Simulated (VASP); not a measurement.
Set up this calculation in VASP 6.6.1, as the native input.

```yaml
Task: electric field gradients
Functional: PBEsol
Potentials_or_basis: VASP PAW PBE potentials, release 64 (Au)
Cutoff: 520 eV
k_mesh: 12 × 12 × 6
Occupations: fermi-dirac, width 0.05 eV
Spin: no spin polarisation
Dipole_correction: no
Further_INCAR_settings: ALGO = Normal; EDIFF = 1e-08; NBANDS = 18
```

The structure of Au lies in POSCAR:

```
Au
1.0
    2.9469569625      0.0000000000      0.0000000000
   -1.4734784812      2.5521395934      0.0000000000
    0.0000000000      0.0000000000      4.7740702792
Au
2
Direct
    0.3333333333      0.6666666667      0.2500000000
    0.6666666667      0.3333333333      0.7500000000
```

This isn't the form of Au at room conditions, which is fcc.

One way to write it, as run:

INCAR

```
  PREC = Accurate
  ENCUT = 520
  EDIFF = 1E-8
  ISMEAR = -1
  SIGMA = 0.05
  LREAL = False
  LASPH = True
  NELM = 80
  ALGO = Normal
  ISIF = 2
  LWAVE = False
  LCHARG = False
  GGA = PS
  LEFG = True
  NBANDS = 18
```

KPOINTS

```
Automatic mesh
0
Gamma
  12 12 6
```

Potentials or basis: VASP PAW PBE potentials, release 64 (Au).

Command:

```console
$ cat potpaw_PBE.64/Au/POTCAR > POTCAR
$ mpirun -np 1 vasp_std > vasp.out
```

Results of the run:

```json
{"Pressure": "-7.7 GPa", "Band gap on the k mesh": "zero (bands 11 and 12 overlap by 6.48 eV)", "Largest electric field gradient by atom": "Au -5.5 V/Å²"}
```

Caveat: the cell stands under tension; without QUAD_EFG the Cq values of the log hold for a quadrupole moment of 1 mb, not for the nuclei; the PAW data sets were made with another functional, which shifts forces and pressure a little; spin-orbit coupling is left out, which moves the levels of the heavy elements.

Wall time 15 s on 1 thread of Intel(R) Xeon(R) 6975P-C (Granite Rapids), on a shared host, peak memory 0.18 GiB.
